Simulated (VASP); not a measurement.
# Na2W (P6_422) in VASP: single point with PBEsol

Aim: the single point of Na2W with PBEsol.

Program: VASP 6.6.1. These are calculated values, not measurements. Logs are shortened: lines on timing, memory, paths and dates and some standing lists are left out, and cuts for length are marked.

## (1) The cell of the first run

The structure is hexagonal, space group P6_422 (No. 181). The conventional cell has a = 5.189 Å, b = 5.189 Å, c = 7.228 Å, α = 90.00°, β = 90.00°, γ = 120.00°. W (site symmetry 222) has 10 Na at 2.85 to 3.04 Å and 4 W at 3.54 Å within 3.8 Å. Na (site symmetry 2) has 9 Na at 2.81 to 3.60 Å and 5 W at 2.85 to 3.04 Å within 3.7 Å.

## (2) Single point, PBEsol

INCAR reads:

```
ALGO     = Normal         # electronic algorithm
EDIFF    = 1E-6           # SCF threshold, eV
ENCUT    = 520            # plane-wave cutoff, eV
GGA      = PS             # functional
ISIF     = 2              # what is computed and relaxed
ISMEAR   = 1              # smearing method
LASPH    = True           # aspherical terms in the spheres
LCHARG   = False          # write CHGCAR
LREAL    = False          # projectors in reciprocal space
LWAVE    = False          # write WAVECAR
NBANDS   = 52             # bands
NELM     = 60             # most SCF steps
PREC     = Accurate       # precision mode
SIGMA    = 0.0782         # smearing width, eV
```

KPOINTS reads:

```
k-points
0
Gamma
  6 6 4
```

POSCAR reads:

```
Na2W
1.0
    5.1886766200      0.0000000000      0.0000000000
   -2.5943378100      4.4935307500      0.0000000000
    0.0000000000      0.0000000000      7.2276241300
W Na
3 6
Direct
    0.5000000000      0.5000000000      0.1667000000
    0.0000000000      0.5000000000      0.8333700000
    0.5000000000      0.0000000000      0.5000300000
    0.8382000000      0.1618000000      0.1667000000
    0.6764000000      0.8382000000      0.8333700000
    0.8382000000      0.6764000000      0.5000300000
    0.1618000000      0.8382000000      0.1667000000
    0.3236000000      0.1618000000      0.8333700000
    0.1618000000      0.3236000000      0.5000300000
```

Potentials or basis: VASP PAW PBE potentials, release 64 (W_sv, Na_pv).

Started as:

```
cat potpaw_PBE.64/W_sv/POTCAR potpaw_PBE.64/Na_pv/POTCAR > POTCAR
mpirun -np 1 vasp_std > vasp.out
```

OUTCAR:

```text
EDIFF = 1E-6
   ENCUT = 520
   GGA = PS
   ISIF = 2
   ISMEAR = 1
   LASPH = True
   LREAL = False
   NELM = 60
   PREC = Accurate

 ion  position               nearest neighbor table
   1  0.500  0.500  0.167-   6 2.85   9 2.85   8 2.85   5 2.85   7 2.97   4 2.97   7 2.97   4 2.97
                             4 3.04   7 3.04
   2  0.000  0.500  0.833-   4 2.85   7 2.85   6 2.85   9 2.85   8 2.97   5 2.97   8 2.97   5 2.97
                             5 3.04   8 3.04
   3  0.500  0.000  0.500-   4 2.85   7 2.85   5 2.85   8 2.85   6 2.97   9 2.97   9 2.97   6 2.97
                             9 3.04   6 3.04
   4  0.838  0.162  0.167-   3 2.85   2 2.85   1 2.97   1 2.97   1 3.04
   5  0.676  0.838  0.833-   1 2.85   3 2.85   2 2.97   2 2.97   2 3.04
   6  0.838  0.676  0.500-   1 2.85   2 2.85   3 2.97   3 2.97   3 3.04
   7  0.162  0.838  0.167-   3 2.85   2 2.85   1 2.97   1 2.97   1 3.04
   8  0.324  0.162  0.833-   1 2.85   3 2.85   2 2.97   2 2.97   2 3.04
   9  0.162  0.324  0.500-   1 2.85   2 2.85   3 2.97   3 2.97   3 3.04

  LATTYP: Found a hexagonal cell.
 ALAT       =     5.1886766200
 C/A-ratio  =     1.3929609917

  Lattice vectors:

 A1 = (   5.1886766200,   0.0000000000,   0.0000000000)
 A2 = (  -2.5943378100,   4.4935307500,   0.0000000000)
 A3 = (   0.0000000000,   0.0000000000,   7.2276241300)

Analysis of symmetry for initial positions (statically):
=====================================================================
 Subroutine PRICEL returns:
 Original cell was already a primitive cell.

 Routine SETGRP: Setting up the symmetry group for a
 hexagonal supercell.

 Subroutine GETGRP returns: Found  4 space group operations
 (whereof  2 operations were pure point group operations)
 out of a pool of 24 trial point group operations.

The static configuration has the point symmetry C_2 .
 The point group associated with its full space group is D_2 .

Analysis of symmetry for dynamics (positions and initial velocities):
=====================================================================
 Subroutine PRICEL returns:
 Original cell was already a primitive cell.

 Routine SETGRP: Setting up the symmetry group for a
 hexagonal supercell.

 Subroutine GETGRP returns: Found  4 space group operations
 (whereof  2 operations were pure point group operations)
 out of a pool of 24 trial point group operations.

The dynamic configuration has the point symmetry C_2 .
 The point group associated with its full space group is D_2 .

 Subroutine INISYM returns: Found  4 space group operations
 (whereof  2 operations are pure point group operations),
 and found     1 'primitive' translations

----------------------------------------------------------------------------------------

                                     Primitive cell

  volume of cell :     168.5155

  direct lattice vectors                    reciprocal lattice vectors
     5.188676620  0.000000000  0.000000000     0.192727370  0.111271054  0.000000000
    -2.594337810  4.493530750  0.000000000     0.000000000  0.222542151  0.000000000
     0.000000000  0.000000000  7.227624130     0.000000000  0.000000000  0.138358053

  length of vectors
     5.188676620  5.188680687  7.227624130     0.222542326  0.222542151  0.138358053

  position of ions in fractional coordinates (direct lattice)
     0.500000000  0.500000000  0.166700000
     0.000000000  0.500000000  0.833370000
     0.500000000  0.000000000  0.500030000
     0.838200000  0.161800000  0.166700000
     0.676400000  0.838200000  0.833370000
     0.838200000  0.676400000  0.500030000
     0.161800000  0.838200000  0.166700000
     0.323600000  0.161800000  0.833370000
     0.161800000  0.323600000  0.500030000

  ion indices of the primitive-cell ions
   primitive index   ion index
                 1           1
                 2           2
                 3           3
                 4           4
                 5           5
                 6           6
                 7           7
                 8           8
                 9           9

----------------------------------------------------------------------------------------

 KPOINTS: k-points

Automatic generation of k-mesh.
 Grid dimensions read from file:
 generate k-points for:    6    6    4

 Generating k-lattice:

  Cartesian coordinates                     Fractional coordinates (reciprocal lattice)
     0.032121228  0.018545176  0.000000000     0.166666667  0.000000000  0.000000000
     0.000000000  0.037090359  0.000000000     0.000000000  0.166666667  0.000000000
     0.000000000  0.000000000  0.034589513     0.000000000  0.000000000  0.250000000

  Length of vectors
     0.037090388  0.037090359  0.034589513

  Shift w.r.t. Gamma in fractional coordinates (k-lattice)
     0.000000000  0.000000000  0.000000000

 Subroutine IBZKPT returns following result:
 ===========================================

 Found     39 irreducible k-points:

 Following reciprocal coordinates:
            Coordinates               Weight
  0.000000  0.000000  0.000000      1.000000
  0.166667 -0.000000  0.000000      4.000000
 -0.166667  0.166667  0.000000      2.000000
  0.333333 -0.000000  0.000000      4.000000
 -0.333333  0.333333  0.000000      2.000000
  0.500000  0.000000  0.000000      2.000000
[... 16 lines left out ...]
  0.333333  0.166667  0.250000      8.000000
 -0.166667  0.500000  0.250000      8.000000
 [... further k-points ...]
   k-points           NKPTS =     39   k-points in BZ     NKDIM =     39   number of bands    NBANDS=     52
   number of dos      NEDOS =    301   number of ions     NIONS =      9
   total plane-waves  NPLWV =  86400
   dimension x,y,z NGX =    40 NGY =   40 NGZ =   54
   dimension x,y,z NGXF=    80 NGYF=   80 NGZF=  108
   ions per type =               3   6
   NGX,Y,Z   is equivalent  to a cutoff of  12.82, 12.82, 12.42 a.u.
   NGXF,Y,Z  is equivalent  to a cutoff of  25.63, 25.63, 24.84 a.u.
 SYSTEM =  unknown system
   PREC   = accura    normal or accurate (medium, high low for compatibility)
   ISTART =      0    job   : 0-new  1-cont  2-samecut
   ICHARG =      2    charge: 1-file 2-atom 10-const
   ISPIN  =      1    spin polarized calculation?
   LNONCOLLINEAR =      F non collinear calculations
   LSORBIT =      F    spin-orbit coupling
   LASPH  =      T    aspherical Exc in radial PAW
   ENCUT  =  520.0 eV  38.22 Ry    6.18 a.u.   9.65  9.65 13.44*2*pi/ulx,y,z
   NELM   =     60;   NELMIN=  2; NELMDL= -5     # of ELM steps
   EDIFF  = 0.1E-05   stopping-criterion for ELM
   LREAL  =      F    real-space projection
   EDIFFG = 0.1E-04   stopping-criterion for IOM
   NSW    =      0    number of steps for IOM
   IBRION =     -1    ionic relax: 0-MD 1-quasi-New 2-CG
   NFREE  =      0    steps in history (QN), initial steepest desc. (CG)
   ISIF   =      2    stress and relaxation
   ISYM   =      2    0-nonsym 1-usesym 2-fastsym
   POTIM  = 0.5000    time-step for ionic-motion
   TEBEG  =    0.0;   TEEND  =   0.0 temperature during run
   PSTRESS=    0.0 pullay stress
   NELECT =      84.0000    total number of electrons
   NUPDOWN=      -1.0000    fix difference up-down
   EMIN   =  10.00;   EMAX   =-10.00  energy-range for DOS
   EFERMI =   0.00;   METHOD = LEGACY
   ISMEAR =     1;   SIGMA  =   0.08  broadening in eV -4-tet -1-fermi 0-gaus
   EFERMI_NEDOS =   21; number of points for ismear=-14 and -15
   IALGO  =     38    algorithm
   IMIX   =      4    mixing-type and parameters
     AMIX     =   0.40;   BMIX     =  1.00
     AMIX_MAG =   1.60;   BMIX_MAG =  1.00
  volume/ion in A,a.u.               =      18.72       126.36
  Fermi-wavevector in a.u.,A,eV,Ry     =   1.298040  2.452939 22.924551  1.684907
  Thomas-Fermi vector in A             =   2.429394
   LORBIT       =      0    0 simple, 1 ext, 2 COOP (PROOUT), +10 PAW based schemes
   GGA     = PS    functional components
   LHFCALC =     F    Hartree Fock is set to
   AEXX    =    0.0000 exact exchange contribution
   IVDW    =     0    specifies the selected vdW correction
   LEPSILON=     F    determine dielectric tensor
   LRPA    =     F    only Hartree local field effects (RPA)
 non-spin polarized calculation
 Methfessel and Paxton  Order N= 1 SIGMA  =   0.08
  energy-cutoff  :      520.00
  volume of cell :      168.52
 maximum number of plane-waves:      4575
 NGX is ok and might be reduce to    40
   NGX = 19   NGY = 19   NGZ = 27

 number of electron      83.9999964 magnetization

 Free energy of the ion-electron system (eV)
  ---------------------------------------------------
  ext. energy  EPLUGINS =         0.00000000
  ---------------------------------------------------
  free energy    TOTEN  =       -31.45958052 eV

  energy without entropy =      -31.44850627  energy(sigma->0) =      -31.45588911

 E-fermi :   4.1983     XC(G=0): -10.1581

 val. band max:        4.1943596633   @ k =   0.1667  -0.0000   0.5000
 cond. band min:       4.1998211217   @ k =  -0.1667   0.3333   0.2500
 fundamental gap:      0.0054614583
 Fermi energy:         4.1982814247

 k-point     1 :       0.0000    0.0000    0.0000
  band No.  band energies     occupation
      1     -69.7008      2.00000
      2     -69.6986      2.00000
      3     -69.6985      2.00000
      4     -33.9076      2.00000
      5     -33.9076      2.00000
      6     -33.8973      2.00000
[... 44 lines left out ...]
     51       6.9248      0.00000
     52       9.0032      0.00000

 k-point     2 :       0.1667   -0.0000    0.0000
  band No.  band energies     occupation
      1     -69.7006      2.00000
      2     -69.6987      2.00000
      3     -69.6985      2.00000
      4     -33.9109      2.00000
      5     -33.9074      2.00000
      6     -33.8935      2.00000
[... 44 lines left out ...]
     51       6.7204      0.00000
     52       8.3543      0.00000
[... 1153 lines left out ...]
     51       6.4229      0.00000
     52       7.2321      0.00000

 k-point    24 :      -0.1667    0.5000    0.2500
  band No.  band energies     occupation
      1     -69.7000      2.00000
      2     -69.6993      2.00000
      3     -69.6985      2.00000
      4     -33.9147      2.00000
      5     -33.9074      2.00000
      6     -33.8945      2.00000
[... 44 lines left out ...]
     51       6.4229      0.00000
     52       7.2321      0.00000

 [... further k-points ...]
[... 5 lines left out ...]
  --------------------------------------------------------------------------------------
  -------------------------------------------------------------------------------------
  Total        5.9896689      5.9902038      2.2133038      0.0004523      0.0000000      0.0000000
  in kB       56.9473500     56.9524349     21.0431974      0.0043005      0.0000000      0.0000000
  external PRESSURE =      44.9809941 kB  Pullay stress =       0.0000000 kB

 VOLUME and BASIS-vectors are now :
 -----------------------------------------------------------------------------
  energy-cutoff  :      520.00
  volume of cell :      168.52
      direct lattice vectors                 reciprocal lattice vectors
     5.188676620  0.000000000  0.000000000     0.192727370  0.111271054  0.000000000
    -2.594337810  4.493530750  0.000000000     0.000000000  0.222542151  0.000000000
     0.000000000  0.000000000  7.227624130     0.000000000  0.000000000  0.138358053

 POSITION                                       TOTAL-FORCE (eV/Angst)
 -----------------------------------------------------------------------------------
      1.29717      2.24677      1.20484        -0.000000      0.000000      0.000000
     -1.29717      2.24677      6.02329        -0.000000      0.000000      0.000151
      2.59434      0.00000      3.61403        -0.000000      0.000000     -0.000151
      3.92938      0.72705      1.20484        -0.024706      0.014264     -0.000000
      1.33505      3.76648      6.02329        -0.024736     -0.014238     -0.000153
      2.59434      3.03942      3.61403         0.000038     -0.028541      0.000153
     -1.33505      3.76648      1.20484         0.024706     -0.014264     -0.000000
      1.25929      0.72705      6.02329         0.024736      0.014238     -0.000153
      0.00000      1.45411      3.61403        -0.000038      0.028541      0.000153
 -----------------------------------------------------------------------------------
    total drift:                               -0.000000      0.000000      0.000001

  FREE ENERGIE OF THE ION-ELECTRON SYSTEM (eV)
  ---------------------------------------------------
  free  energy   TOTEN  =       -31.4595805225 eV

  energy  without entropy=      -31.4485062706  energy(sigma->0) =      -31.45588911
```

Wall time 4.6 min (1 thread of Intel Xeon Platinum 8259CL at 2.50GHz (Skylake/Cascade Lake), shared host); peak memory 0.43 GiB.

What came out:

```
Free energy            : -31.4596 eV
Pressure               : 4.5 GPa
Largest force          : 0.029 eV/Å
Band gap on the k mesh : zero (bands 42 and 43 overlap by 0.08 eV)
```

Forces on the atoms (eV/Å):
```
W    0.000  0.000  0.000
W    0.000  0.000  0.000
W    0.000  0.000  0.000
Na  -0.025  0.014  0.000
Na  -0.025 -0.014  0.000
Na   0.000 -0.029  0.000
Na   0.025 -0.014  0.000
Na   0.025  0.014  0.000
Na   0.000  0.029  0.000
```

Caveat: the cell stands under pressure; the PAW data sets were made with another functional, which shifts forces and pressure a little; spin-orbit coupling is left out, which moves the levels of the heavy elements.
